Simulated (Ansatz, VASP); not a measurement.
One calculation of GaAs, two programs

```
Ga As
1.0
     0.00000    2.83624    2.83624
     2.83624    0.00000    2.83624
     2.83624    2.83624    0.00000
Ga As
1 1
Direct
  0.00000 0.00000 0.00000
  0.75000 0.75000 0.75000
```

Change from the starting cell: volume scaled by 1.01.

Alike in both runs: task single point; functional PBE; k mesh 11 × 11 × 11; occupations fermi-dirac, width 0.05 eV; no spin polarisation.

```csv
,VASP,Ansatz
version,VASP 6.6.1,Ansatz 0.2.0
potentials or method,"VASP PAW PBE potentials, release 64 (Ga_d, As), cutoff 520 eV","all-electron LAPW, scalar-relativistic"
```

|  | VASP | Ansatz | Ansatz less VASP |
| --- | --- | --- | --- |
| pressure (GPa) | 2.7 | 2.6 | -0.17 |

Ansatz ran all-electron here, and VASP with PAW potentials.
